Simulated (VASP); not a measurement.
# Ir2Pt (Fd-3m) in VASP: notebook

Runs on Ir2Pt. Level: PBE. Tasks: relaxation of cell and atoms, single point.

Program: VASP 6.6.1. These are calculated values, not measurements. Logs are shortened: lines on timing, memory, paths and dates and some standing lists are left out, and cuts for length are marked.

### 1 The cell of the first run

Symmetry: Fd-3m, No. 227, cubic system. Conventional cell: a = 7.090 Å, b = 7.090 Å, c = 7.090 Å, α = 90.00°, β = 90.00°, γ = 90.00°. Within 3.3 Å of Ir (site symmetry -3m) lie 6 Ir at 2.51 Å and 6 Pt at 2.94 Å. Pt (site symmetry -43m) has 12 Ir at 2.94 Å and 4 Pt at 3.07 Å within 3.9 Å.

### 2 Relaxation of cell and atoms, PBE

File INCAR:

```
PREC = Accurate
ENCUT = 500
EDIFF = 1E-7
ISMEAR = 0
SIGMA = 0.1
LREAL = F
LASPH = T
NELM = 120
ALGO = Normal
ISIF = 3
LWAVE = F
LCHARG = F
GGA = PE
IBRION = 2
NSW = 90
EDIFFG = -0.04
GGA_COMPAT = F
NELMIN = 4
```

File KPOINTS:

```
Automatic mesh
0
Gamma
  4 4 4
```

File POSCAR:

```
Ir2Pt
1.0
    0.0000000000      3.5450991200      3.5450991200
    3.5450991200      0.0000000000      3.5450991200
    3.5450991200      3.5450991200      0.0000000000
Ir Pt
4 2
Direct
    0.6250000000      0.1250000000      0.1250000000
    0.1250000000      0.1250000000      0.1250000000
    0.1250000000      0.1250000000      0.6250000000
    0.1250000000      0.6250000000      0.1250000000
    0.5000000000      0.5000000000      0.5000000000
    0.7500000000      0.7500000000      0.7500000000
```

Potentials or basis: VASP PAW PBE potentials, release 64 (Ir, Pt).

Launch:

```sh
> cat potpaw_PBE.64/Ir/POTCAR potpaw_PBE.64/Pt/POTCAR > POTCAR
> mpirun -np 1 vasp_std > vasp.out
```

OUTCAR:

```text
PREC = Accurate
   ENCUT = 500
   EDIFF = 1E-7
   ISMEAR = 0
   LREAL = F
   LASPH = T
   NELM = 120
   ISIF = 3
   GGA = PE
   IBRION = 2
   NSW = 90
   EDIFFG = -0.04
   NELMIN = 4

 ion  position               nearest neighbor table
   1  0.625  0.125  0.125-   2 2.51   3 2.51   4 2.51   2 2.51   3 2.51   4 2.51   5 2.94   6 2.94
                             6 2.94   5 2.94   5 2.94   6 2.94
   2  0.125  0.125  0.125-   1 2.51   3 2.51   4 2.51   3 2.51   4 2.51   1 2.51   6 2.94   5 2.94
                             6 2.94   5 2.94   6 2.94   5 2.94
   3  0.125  0.125  0.625-   2 2.51   1 2.51   2 2.51   4 2.51   4 2.51   1 2.51   6 2.94   5 2.94
                             6 2.94   5 2.94   6 2.94   5 2.94
   4  0.125  0.625  0.125-   2 2.51   3 2.51   1 2.51   2 2.51   3 2.51   1 2.51   5 2.94   6 2.94
                             6 2.94   5 2.94   6 2.94   5 2.94
   5  0.500  0.500  0.500-   2 2.94   3 2.94   2 2.94   3 2.94   1 2.94   4 2.94   1 2.94   4 2.94
                             1 2.94   4 2.94   3 2.94   2 2.94   6 3.07   6 3.07   6 3.07   6 3.07
   6  0.750  0.750  0.750-   1 2.94   4 2.94   1 2.94   4 2.94   2 2.94   3 2.94   2 2.94   3 2.94
                             3 2.94   1 2.94   2 2.94   4 2.94   5 3.07   5 3.07   5 3.07   5 3.07

  LATTYP: Found a face centered cubic cell.
 ALAT       =     7.0901982400

  Lattice vectors:

 A1 = (   0.0000000000,   3.5450991200,   3.5450991200)
 A2 = (   3.5450991200,   0.0000000000,   3.5450991200)
 A3 = (   3.5450991200,   3.5450991200,   0.0000000000)

Analysis of symmetry for initial positions (statically):
=====================================================================
 Subroutine PRICEL returns:
 Original cell was already a primitive cell.

 Routine SETGRP: Setting up the symmetry group for a
 face centered cubic supercell.

 Subroutine GETGRP returns: Found 48 space group operations
 (whereof 24 operations were pure point group operations)
 out of a pool of 48 trial point group operations.

The static configuration has the point symmetry T_d .
 The point group associated with its full space group is O_h .

Analysis of symmetry for dynamics (positions and initial velocities):
=====================================================================
 Subroutine PRICEL returns:
 Original cell was already a primitive cell.

 Routine SETGRP: Setting up the symmetry group for a
 face centered cubic supercell.

 Subroutine GETGRP returns: Found 48 space group operations
 (whereof 24 operations were pure point group operations)
 out of a pool of 48 trial point group operations.

The dynamic configuration has the point symmetry T_d .
 The point group associated with its full space group is O_h .

 Subroutine INISYM returns: Found 48 space group operations
 (whereof 24 operations are pure point group operations),
 and found     1 'primitive' translations

----------------------------------------------------------------------------------------

                                     Primitive cell

  volume of cell :      89.1077

  direct lattice vectors                    reciprocal lattice vectors
     0.000000000  3.545099120  3.545099120    -0.141039780  0.141039780  0.141039780
     3.545099120  0.000000000  3.545099120     0.141039780 -0.141039780  0.141039780
     3.545099120  3.545099120  0.000000000     0.141039780  0.141039780 -0.141039780

  length of vectors
     5.013527255  5.013527255  5.013527255     0.244288065  0.244288065  0.244288065

  position of ions in fractional coordinates (direct lattice)
     0.625000000  0.125000000  0.125000000
     0.125000000  0.125000000  0.125000000
     0.125000000  0.125000000  0.625000000
     0.125000000  0.625000000  0.125000000
     0.500000000  0.500000000  0.500000000
     0.750000000  0.750000000  0.750000000

  ion indices of the primitive-cell ions
   primitive index   ion index
                 1           1
                 2           2
                 3           3
                 4           4
                 5           5
                 6           6

----------------------------------------------------------------------------------------

 KPOINTS: Automatic mesh

Automatic generation of k-mesh.
 Grid dimensions read from file:
 generate k-points for:    4    4    4

 Generating k-lattice:

  Cartesian coordinates                     Fractional coordinates (reciprocal lattice)
    -0.035259945  0.035259945  0.035259945     0.250000000  0.000000000  0.000000000
     0.035259945 -0.035259945  0.035259945     0.000000000  0.250000000  0.000000000
     0.035259945  0.035259945 -0.035259945     0.000000000  0.000000000  0.250000000

  Length of vectors
     0.061072016  0.061072016  0.061072016

  Shift w.r.t. Gamma in fractional coordinates (k-lattice)
     0.000000000  0.000000000  0.000000000

 Subroutine IBZKPT returns following result:
 ===========================================

 Found      8 irreducible k-points:

[... 47 lines left out ...]
     AMIX     =   0.40;   BMIX     =  1.00
     AMIX_MAG =   1.60;   BMIX_MAG =  1.00
  volume/ion in A,a.u.               =      14.85       100.22
  Fermi-wavevector in a.u.,A,eV,Ry     =   1.402273  2.649911 26.754068  1.966369
  Thomas-Fermi vector in A             =   2.525051
   LORBIT       =      0    0 simple, 1 ext, 2 COOP (PROOUT), +10 PAW based schemes
   GGA     = PE    functional components
   LHFCALC =     F    Hartree Fock is set to
   AEXX    =    0.0000 exact exchange contribution
   IVDW    =     0    specifies the selected vdW correction
   LEPSILON=     F    determine dielectric tensor
   LRPA    =     F    only Hartree local field effects (RPA)
 conjugate gradient relaxation of ions
 non-spin polarized calculation
 Gauss-broadening in eV      SIGMA  =   0.10
  energy-cutoff  :      500.00
  volume of cell :       89.11
 maximum number of plane-waves:      2276
 NGX is ok and might be reduce to    40
   NGX = 19   NGY = 19   NGZ = 19

--------------------------------------- Ionic step        1  -------------------------------------------

 number of electron      55.9999999 magnetization

 Free energy of the ion-electron system (eV)
  ---------------------------------------------------
  ext. energy  EPLUGINS =         0.00000000
  ---------------------------------------------------
  free energy    TOTEN  =       -43.30010876 eV

  energy without entropy =      -43.25402230  energy(sigma->0) =      -43.27706553

 E-fermi :  10.2262     XC(G=0): -13.5849

 val. band max:       10.1971682204   @ k =   0.2500   0.2500   0.0000
 cond. band min:      10.3186312264   @ k =  -0.2500   0.5000   0.2500
 fundamental gap:      0.1214630060
 Fermi energy:        10.2261757309

 k-point     1 :       0.0000    0.0000    0.0000
  band No.  band energies     occupation
      1      -0.8157      2.00000
      2       1.3147      2.00000
      3       2.7420      2.00000
      4       2.7420      2.00000
      5       2.7420      2.00000
      6       4.5262      2.00000
[... 25 lines left out ...]
     32      13.1455      0.00000
     33      13.8021      0.00000
[... 352 lines left out ...]
 POSITION                                       TOTAL-FORCE (eV/Angst)
 -----------------------------------------------------------------------------------
      0.91241      2.73722      2.73722         0.000000     -0.000000     -0.000000
      0.91241      0.91241      0.91241         0.000000     -0.000000     -0.000000
      2.73722      2.73722      0.91241         0.000000     -0.000000     -0.000000
      2.73722      0.91241      2.73722         0.000000     -0.000000     -0.000000
      3.64962      3.64962      3.64962         0.000000      0.000000      0.000000
      5.47444      5.47444      5.47444        -0.000000     -0.000000     -0.000000
 -----------------------------------------------------------------------------------
    total drift:                               -0.000000     -0.000000      0.000000

  FREE ENERGIE OF THE ION-ELECTRON SYSTEM (eV)
  ---------------------------------------------------
  free  energy   TOTEN  =       -43.8212487599 eV

  energy  without entropy=      -43.7681467360  energy(sigma->0) =      -43.79469775

--------------------------------------- Ionic step        4  -------------------------------------------

 number of electron      56.0000003 magnetization

 Free energy of the ion-electron system (eV)
  ---------------------------------------------------
  ext. energy  EPLUGINS =         0.00000000
  ---------------------------------------------------
  free energy    TOTEN  =       -43.82655225 eV

  energy without entropy =      -43.77408173  energy(sigma->0) =      -43.80031699

 E-fermi :   8.8888     XC(G=0): -13.1164

 val. band max:        8.8671699794   @ k =   0.2500   0.2500   0.0000
 cond. band min:       8.9696194242   @ k =  -0.2500   0.5000   0.2500
 fundamental gap:      0.1024494448
 Fermi energy:         8.8887658745

 k-point     1 :       0.0000    0.0000    0.0000
  band No.  band energies     occupation
      1      -1.3064      2.00000
      2       0.9148      2.00000
      3       2.1894      2.00000
      4       2.1894      2.00000
      5       2.1894      2.00000
      6       3.8286      2.00000
[... 25 lines left out ...]
     32      11.4317      0.00000
     33      12.2953      0.00000
[... 263 lines left out ...]
 VOLUME and BASIS-vectors are now :
 -----------------------------------------------------------------------------
  energy-cutoff  :      500.00
  volume of cell :       96.52
      direct lattice vectors                 reciprocal lattice vectors
    -0.000000000  3.640822565  3.640822565    -0.137331603  0.137331603  0.137331603
     3.640822565  0.000000000  3.640822565     0.137331603 -0.137331603  0.137331603
     3.640822565  3.640822565  0.000000000     0.137331603  0.137331603 -0.137331603

 POSITION                                       TOTAL-FORCE (eV/Angst)
 -----------------------------------------------------------------------------------
      0.91021      2.73062      2.73062         0.000000      0.000000     -0.000000
      0.91021      0.91021      0.91021         0.000000      0.000000     -0.000000
      2.73062      2.73062      0.91021         0.000000     -0.000000     -0.000000
      2.73062      0.91021      2.73062         0.000000     -0.000000     -0.000000
      3.64082      3.64082      3.64082        -0.000000      0.000000     -0.000000
      5.46123      5.46123      5.46123         0.000000     -0.000000      0.000000
 -----------------------------------------------------------------------------------
    total drift:                               -0.000000     -0.000000      0.000000

  FREE ENERGIE OF THE ION-ELECTRON SYSTEM (eV)
  ---------------------------------------------------
  free  energy   TOTEN  =       -43.8265522486 eV

  energy  without entropy=      -43.7740817273  energy(sigma->0) =      -43.80031699

 reached required accuracy - stopping structural energy minimisation
```

Wall time 82 s (1 thread of Intel Xeon 6975P-C (Granite Rapids), shared host); peak memory 0.25 GiB.

What came out:

| Item | Value |
| --- | --- |
| Free energy | -43.8266 eV |
| Relaxed volume | 16.09 Å³/atom |
| Relaxed cell | a = 5.149 Å, b = 5.149 Å, c = 5.149 Å, α = 60.00°, β = 60.00°, γ = 60.00° |
| Space group after relaxing (to 0.05 Å) | Fd-3m (No. 227) |
| Energy gained by relaxing | 87.7 meV/atom |
| Ionic steps | 4 |
| Pressure after relaxing | -0.3 GPa |
| Band gap on the k mesh | zero (band 28 reaches 9.48 eV, above the bottom of band 29 at 8.67 eV) |

Step by step:
```
step  energy change (eV)  largest force (eV/Å)  pressure (GPa)  volume (Å³)
   1              0.0000                0.0000           25.03        89.11
   2              2.9355                0.0000          -32.95       122.50
   3             -0.5211                0.0000           -2.11        97.22
   4             -0.5264                0.0000           -0.28        96.52
```

Final structure:
```
Ir Pt
1.0
     0.00000    3.64082    3.64082
     3.64082    0.00000    3.64082
     3.64082    3.64082    0.00000
Ir Pt
4 2
Cartesian
  0.9102 2.7306 2.7306
  0.9102 0.9102 0.9102
  2.7306 2.7306 0.9102
  2.7306 0.9102 2.7306
  3.6408 3.6408 3.6408
  5.4612 5.4612 5.4612
```

Caveat: the k points lie up to 0.37 Å⁻¹ apart in the final cell; spin-orbit coupling is left out, which moves the levels of the heavy elements.

### 3 Single point, PBE, collinear spin, ferromagnetic start

This run uses another cell than the first one, of 16.06 Å³/atom, 1.081 times its volume.

File INCAR:

```
SYSTEM = Ir2Pt
ALGO = Normal
EDIFF = 1E-6
ENCUT = 500
GGA = PE
GGA_COMPAT = .FALSE.
ISIF = 2
ISMEAR = 0
ISPIN = 2
LASPH = .TRUE.
LCHARG = .TRUE.
LELF = .TRUE.
LMAXMIX = 4
LORBIT = 11
LREAL = .FALSE.
LVHAR = .TRUE.
LWAVE = .FALSE.
MAGMOM = 1 1 1 1 0 0
NBANDS = 41
NELM = 200
PREC = Accurate
SIGMA = 0.1
```

File KPOINTS:

```
k-points
0
G
  4 4 4
  0 0 0
```

File POSCAR:

```
Ir2Pt
1.0
    0.0000000000      3.6385648868      3.6385648868
    3.6385648868      0.0000000000      3.6385648868
    3.6385648868      3.6385648868      0.0000000000
Ir Pt
4 2
Direct
    0.1250000000      0.6250000000      0.6250000000
    0.6250000000      0.6250000000      0.6250000000
    0.6250000000      0.6250000000      0.1250000000
    0.6250000000      0.1250000000      0.6250000000
    0.0000000000      0.0000000000      0.0000000000
    0.2500000000      0.2500000000      0.2500000000
```

Potentials or basis: VASP PAW PBE potentials, release 64 (Ir, Pt).

Launch:

```sh
> cat potpaw_PBE.64/Ir/POTCAR potpaw_PBE.64/Pt/POTCAR > POTCAR
> mpirun -np 1 vasp_std > vasp.out
```

It took 54 s on 1 thread of Intel Xeon 6975P-C (Granite Rapids), shared host; peak memory 0.3 GiB.

It converged, with:

```
Free energy                                           : -43.8312 eV
Pressure                                              : 0.2 GPa
Band gap on the k mesh                                : zero (filled and empty bands overlap)
Net moment                                            : 0.01 μB per cell
Valence electrons inside the program's atomic spheres : Ir 8.36; Pt 8.92
```

Levels at points of the mesh, in eV from the Fermi level:
Spin up:
```tsv
k point	band 25	band 26	band 27	band 28	band 29	band 30	band 31	band 32
(0.00, 0.00, 0.00)	-0.08	-0.08	0.52	0.59	0.59	2.55	2.55	2.55
(0.50, 0.00, 0.00)	-0.67	-0.37	-0.37	-0.09	-0.09	0.40	0.40	1.92
(0.50, 0.50, 0.00)	-0.80	-0.80	-0.72	-0.72	-0.22	-0.22	0.30	0.30
```
Spin down:
```
           k point  band 25  band 26  band 27  band 28  band 29  band 30  band 31  band 32
(0.00, 0.00, 0.00)    -0.08    -0.08     0.52     0.59     0.59     2.55     2.55     2.55
(0.50, 0.00, 0.00)    -0.67    -0.37    -0.37    -0.09    -0.09     0.40     0.40     1.92
(0.50, 0.50, 0.00)    -0.80    -0.80    -0.72    -0.72    -0.22    -0.22     0.30     0.30
```

Caveat: the k points lie up to 0.37 Å⁻¹ apart; spin-orbit coupling is left out, which moves the levels of the heavy elements.

### 4 Single point, PBE

This run uses another cell than the first one, of 16.06 Å³/atom, 1.081 times its volume.

File INCAR:

```
PREC = Accurate
ENCUT = 500
EDIFF = 1E-6
ISMEAR = 0
SIGMA = 0.1
LREAL = False
LASPH = True
NELM = 120
ALGO = Normal
ISIF = 2
LWAVE = False
LCHARG = False
GGA = PE
NBANDS = 37
GGA_COMPAT = False
```

File KPOINTS:

```
Automatic mesh
0
Gamma
  10 10 10
```

POSCAR is that of step 3.

Launch:

```sh
> cat potpaw_PBE.64/Ir/POTCAR potpaw_PBE.64/Pt/POTCAR > POTCAR
> mpirun -np 1 vasp_std > vasp.out
```

Run time: 81 s. Hardware: 1 thread of Intel Xeon 6975P-C (Granite Rapids), shared host; peak memory 0.32 GiB.

It converged, with:

| Quantity | Value |
| --- | --- |
| Free energy | -43.7729 eV |
| Pressure | 0.3 GPa |
| Band gap on the k mesh | zero (band 28 reaches 9.49 eV, above the bottom of band 29 at 8.69 eV) |

Levels at points of the mesh, in eV from the Fermi level:
| k point | band 26 | band 27 | band 28 | band 29 | band 30 | band 31 |
| --- | --- | --- | --- | --- | --- | --- |
| (0.00, 0.00, 0.00) | -0.05 | 0.57 | 0.60 | 0.60 | 2.59 | 2.59 |
| (0.50, 0.00, 0.00) | -0.34 | -0.34 | -0.08 | -0.08 | 0.42 | 0.42 |
| (0.50, 0.50, 0.00) | -0.79 | -0.71 | -0.71 | -0.20 | -0.20 | 0.31 |

Caveat: spin-orbit coupling is left out, which moves the levels of the heavy elements.

### 5 Relaxation of cell and atoms, PBE

This run uses another cell than the first one, of 16.06 Å³/atom, 1.081 times its volume.

File INCAR:

```
SYSTEM = Ir2Pt
PREC = Accurate ; ENCUT = 500
EDIFF = 1E-7 ; ISMEAR = 0
SIGMA = 0.1 ; LREAL = .False.
LASPH = .True. ; NELM = 120
ALGO = Normal ; ISIF = 3
LWAVE = .False. ; LCHARG = .False.
GGA = PE ; IBRION = 2
NSW = 100 ; EDIFFG = -0.01
GGA_COMPAT = .False. ; NELMIN = 4
```

File KPOINTS:

```
Automatic mesh
0
Gamma
  10 10 10
  0 0 0
```

POSCAR is that of step 4.

Launch:

```sh
> cat potpaw_PBE.64/Ir/POTCAR potpaw_PBE.64/Pt/POTCAR > POTCAR
> mpirun -np 1 vasp_std > vasp.out
```

Wall time 3.5 min (1 thread of Intel Xeon 6975P-C (Granite Rapids), shared host); peak memory 0.32 GiB.

Results (log left out):

```
Free energy                            : -43.7730 eV
Relaxed volume                         : 16.08 Å³/atom
Relaxed cell                           : a = 5.148 Å, b = 5.148 Å, c = 5.148 Å, α = 60.00°, β = 60.00°, γ = 60.00°
Space group after relaxing (to 0.05 Å) : Fd-3m (No. 227)
Energy gained by relaxing              : 0.0 meV/atom
Ionic steps                            : 3
Pressure after relaxing                : 0.0 GPa
Band gap on the k mesh                 : zero (band 28 reaches 9.47 eV, above the bottom of band 29 at 8.67 eV)
```

Step by step:
```csv
step,energy change (eV),largest force (eV/Å),pressure (GPa),volume (Å³)
1,0.0000,0.0000,0.31,96.34
2,0.0008,0.0000,-0.85,96.78
3,-0.0001,0.0000,0.01,96.45
```

Final structure:
```yaml
crystal:
  lattice:
    - [0.00000, 3.63995, 3.63995]
    - [3.63995, 0.00000, 3.63995]
    - [3.63995, 3.63995, 0.00000]
  atoms:
    - { symbol: Ir, position: [0.12500, 0.62500, 0.62500] }
    - { symbol: Ir, position: [0.62500, 0.62500, 0.62500] }
    - { symbol: Ir, position: [0.62500, 0.62500, 0.12500] }
    - { symbol: Ir, position: [0.62500, 0.12500, 0.62500] }
    - { symbol: Pt, position: [0.00000, 0.00000, 0.00000] }
    - { symbol: Pt, position: [0.25000, 0.25000, 0.25000] }
```

Levels at points of the mesh, in eV from the Fermi level:
```tsv
k point	band 24	band 25	band 26	band 27	band 28	band 29	band 30	band 31	band 32	band 33
(0.00, 0.00, 0.00)	-0.05	-0.05	-0.05	0.57	0.60	0.60	2.59	2.59	2.59	3.43
(0.50, 0.00, 0.00)	-1.03	-0.65	-0.34	-0.34	-0.08	-0.08	0.42	0.42	1.95	2.59
(0.50, 0.50, 0.00)	-1.24	-0.79	-0.79	-0.71	-0.71	-0.20	-0.20	0.31	0.31	2.66
```

Caveat: spin-orbit coupling is left out, which moves the levels of the heavy elements.

### 6 Overview

| task | spin | cell | k mesh | gap on the mesh (eV) | pressure (GPa) | relaxed volume (Å³/atom) |
| --- | --- | --- | --- | --- | --- | --- |
| relaxation of cell and atoms | off | relaxed from a = 5.014 Å, angles 60.0°, 6 atoms | 4 × 4 × 4 | none | -0.3 | 16.09 |
| single point | collinear, ferromagnetic start | a = 5.146 Å, angles 60.0°, 6 atoms | 4 × 4 × 4 | none | 0.2 | - |
| single point | off | a = 5.146 Å, angles 60.0°, 6 atoms | 10 × 10 × 10 | none | 0.3 | - |
| relaxation of cell and atoms | off | relaxed from a = 5.146 Å, angles 60.0°, 6 atoms | 10 × 10 × 10 | none | 0.0 | 16.08 |

Alike in all rows: level PBE; potentials or basis VASP PAW PBE potentials, release 64 (Ir, Pt); cutoff (eV) 500; smearing gaussian 0.1 eV.

Caveats: some runs use coarse meshes; spin-orbit coupling is left out, which moves the levels of the heavy elements.

Total energies depend on the potentials used, so only differences within one code and one set of settings carry meaning.
